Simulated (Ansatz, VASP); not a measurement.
# CdS: VASP and Ansatz over several settings

```
Cd S
1.0
     0.00000    2.85696    2.85696
     2.85696    0.00000    2.85696
     2.85696    2.85696    0.00000
Cd S
1 1
Direct
  0.00000 0.00000 0.00000
  0.75000 0.75000 0.75000
```

Single points on this cell with VASP 6.6.1 and Ansatz 0.2.0. Each row is one pair of runs. Alike in all rows: spin: off; smearing: fermi-dirac, width 0.05 eV.

```tsv
level	k mesh	VASP's potentials, cutoff	Ansatz's potentials, cutoff	gap on the k mesh at the Fermi level (eV), VASP	gap on the k mesh at the Fermi level (eV), Ansatz	least direct gap on the mesh (eV), VASP	least direct gap on the mesh (eV), Ansatz
BLYP+D4	8 × 8 × 8	VASP PAW PBE potentials, release 64 (Cd_sv_GW, S), 630 eV	Ansatz PAW, 420 eV	1.26	1.24	1.26	1.24
PBEsol-based screened hybrid	4 × 4 × 4	VASP PAW PBE potentials, release 64 (Cd_sv_GW, S), 470 eV	Ansatz PAW, 420 eV	2.17	2.17	2.17	2.17
r2SCAN0	4 × 4 × 4	VASP PAW PBE potentials, release 64 (Cd_sv_GW, S), 520 eV	Ansatz PAW, 500 eV	3.31	3.27	3.31	3.27
```

Gap on the k mesh at the fermi level (eV): the two programs differ by at most 0.04; least direct gap on the mesh (eV): the two programs differ by at most 0.04.

The k mesh is coarse in some rows, so the values compare programs but aren't converged.
